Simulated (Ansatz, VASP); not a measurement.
# C in VASP and in Ansatz

```
C
1.0
     0.00000    1.83879    1.83879
     1.83879    0.00000    1.83879
     1.83879    1.83879    0.00000
C
2
Direct
  0.50000 0.50000 0.50000
  0.75000 0.75000 0.75000
```

Alike in both runs: task single point; functional revPBE; k mesh 13 × 13 × 13; occupations fermi-dirac, width 0.05 eV; no spin polarisation.

|  | VASP | Ansatz |
| --- | --- | --- |
| version | VASP 6.6.1 | Ansatz 0.2.0 |
| potentials or method | VASP PAW PBE potentials, release 64 (C), cutoff 520 eV | plane waves (420 eV) with PAW, scalar-relativistic |
| valence electrons in the cell | 8 | 8 |

```tsv
	VASP	Ansatz	Ansatz less VASP
gap on the k mesh at the Fermi level (eV)	3.95	3.96	+0.013
pressure (GPa)	-27.8	-28.1	-0.27
```

VASP's potentials were made for PBE, not for revPBE. The functional is the same, so the differences come from potentials, cutoffs and numerics.
